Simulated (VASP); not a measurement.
# GaN: single point with PBE

GaN:

```xyz
4
Lattice="3.1800 0.0000 0.0000 -1.5900 2.7540 0.0000 0.0000 0.0000 5.1660" Properties=species:S:1:pos:R:3 pbc="T T T"
Ga    0.0000    1.8360    0.0000
Ga    1.5900    0.9180    2.5830
N     0.0900    1.8360    1.9373
N     1.5900    0.9180    4.5203
```

This cell differs from its parent crystal: one atom moved.

| Property | Result |
| --- | --- |
| Program | VASP 6.6.1 |
| Task | single point |
| Functional | PBE |
| Potentials or basis | VASP PAW PBE potentials, release 64 (Ga_d, N) |
| Cutoff | 520 eV |
| k mesh | 12 × 12 × 6 |
| Occupations | gaussian, width 0.02 eV |
| Spin | no spin polarisation |
| Dipole correction | no |
| Further INCAR settings | ALGO = Normal; EDIFF = 1e-06; NBANDS = 26 |

* Pressure: 7.8 GPa
* Largest force: 1.232 eV/Å
* Band gap on the k mesh: 1.92 eV

Forces on the atoms (eV/Å):
```
Ga   0.081 -0.002 -0.112
Ga   1.074 -0.184 -0.029
N   -1.217  0.191  0.005
N    0.062 -0.005  0.136
```

Stress tensor (GPa, compression positive):
```
 7.47 -3.14  1.88
-3.14  6.97 -0.39
 1.88 -0.39  8.91
```

Levels at points of the mesh, in eV from the valence-band top:
```
           k point  band 16  band 17  band 18  band 19  band 20  band 21
(0.00, 0.00, 0.00)    -0.14    -0.07     0.00     1.92     4.25     9.15
(0.50, 0.00, 0.00)    -2.87    -2.13    -1.07     5.02     5.46     5.70
(0.00, 0.50, 0.00)    -2.81    -2.31    -1.03     5.02     5.53     6.02
(0.50, 0.50, 0.00)    -2.79    -2.49    -1.01     5.01     5.65     6.35
(0.00, 0.00, 0.50)    -0.61    -0.59    -0.39     4.23     4.24     8.47
(0.50, 0.00, 0.50)    -2.05    -2.01    -1.95     4.41     4.51     7.56
(0.00, 0.50, 0.50)    -2.02    -1.96    -1.80     4.35     4.37     7.73
(0.50, 0.50, 0.50)    -1.99    -1.92    -1.84     4.24     4.35     7.82
```

Run time: 4.7 min on 1 thread of Intel(R) Xeon(R) Platinum 8259CL CPU @ 2.50GHz (Skylake/Cascade Lake) (shared host), peak memory 0.49 GiB.

Caveat: the cell differs from its parent crystal (one atom moved); the cell stands under pressure; forces of over 1 eV/Å act on the atoms, so gaps and moduli don't describe the material at rest.
